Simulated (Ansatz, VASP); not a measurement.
# TiO2: VASP beside Ansatz

Contents of INCAR:

```
PREC = Accurate
ENCUT = 520
EDIFF = 1E-7
ISMEAR = -1
SIGMA = 0.05
LREAL = False
LASPH = True
NELM = 100
ALGO = Normal
ISIF = 2
LWAVE = False
LCHARG = False
GGA = CA
NBANDS = 33
```

File KPOINTS:

```
Automatic mesh
0
Gamma
  8 8 6
```

Contents of POSCAR:

```
TiO2
1.0
    2.7060340000     -2.7066550000      0.0000000000
    2.7060340000      2.7066550000      0.0000000000
   -2.6335310000      0.0000000000      4.7966370000
Ti O
2 4
Direct
    0.8658900000      0.1341100000      0.7500000000
    0.1341100000      0.8658900000      0.2500000000
    0.0887550000      0.3312210000      0.1671490000
    0.9112450000      0.6687790000      0.8328510000
    0.6687790000      0.9112450000      0.3328510000
    0.3312210000      0.0887550000      0.6671490000
```

The input input.yaml:

```yaml
crystal:
  lattice:
    - [2.706034, -2.706655, 0.0]
    - [2.706034, 2.706655, 0.0]
    - [-2.633531, 0.0, 4.796637]
  atoms:
    - { symbol: Ti, position: [0.86589, 0.13411, 0.75] }
    - { symbol: Ti, position: [0.13411, 0.86589, 0.25] }
    - { symbol: O, position: [0.088755, 0.331221, 0.167149] }
    - { symbol: O, position: [0.911245, 0.668779, 0.832851] }
    - { symbol: O, position: [0.668779, 0.911245, 0.332851] }
    - { symbol: O, position: [0.331221, 0.088755, 0.667149] }
kpoints:
  mp_grid: { grid: [8, 8, 6] }
scf:
  occupations: { method: fermi_dirac, width: 0.05 }
hamiltonian:
  xc: lda
  pseudopotentials: { kind: all_electron, lapw: { basis_error: 0.002 } }
output:
  forces: true
  stress: true
  eigenvalues: true
```

Alike in both runs: task single point; functional LDA; k mesh 8 × 8 × 6; occupations fermi-dirac, width 0.05 eV; no spin polarisation.

|  | VASP | Ansatz |
| --- | --- | --- |
| version | VASP 6.6.1 | Ansatz 0.2.0 |
| potentials or method | VASP PAW LDA potentials, release 64 (Ti_sv, O), cutoff 520 eV | all-electron LAPW, scalar-relativistic |

Ansatz gave:

| Quantity | Value |
| --- | --- |
| gap on the k mesh at the Fermi level (eV) | 1.97 |
| least direct gap on the mesh (eV) | 2.32 |
| pressure (GPa) | -12.8 |
| traceless stress, the component that is largest in VASP (GPa) | -0.48 |
| rms of the force components (eV/Å) | 0.162 |

Problem. What did VASP give for the same quantities?

Solution. gap on the k mesh at the Fermi level (eV): 1.95; least direct gap on the mesh (eV): 2.30; pressure (GPa): -11.9; traceless stress, the component that is largest in VASP (GPa): -0.42; rms of the force components (eV/Å): 0.149.

LDA's correlation is that of Perdew and Zunger in VASP and of Perdew and Wang (1992) in Ansatz. Atom by atom the forces differ by 0.015 eV/Å (rms over components). Ansatz ran all-electron here, and VASP with PAW potentials.
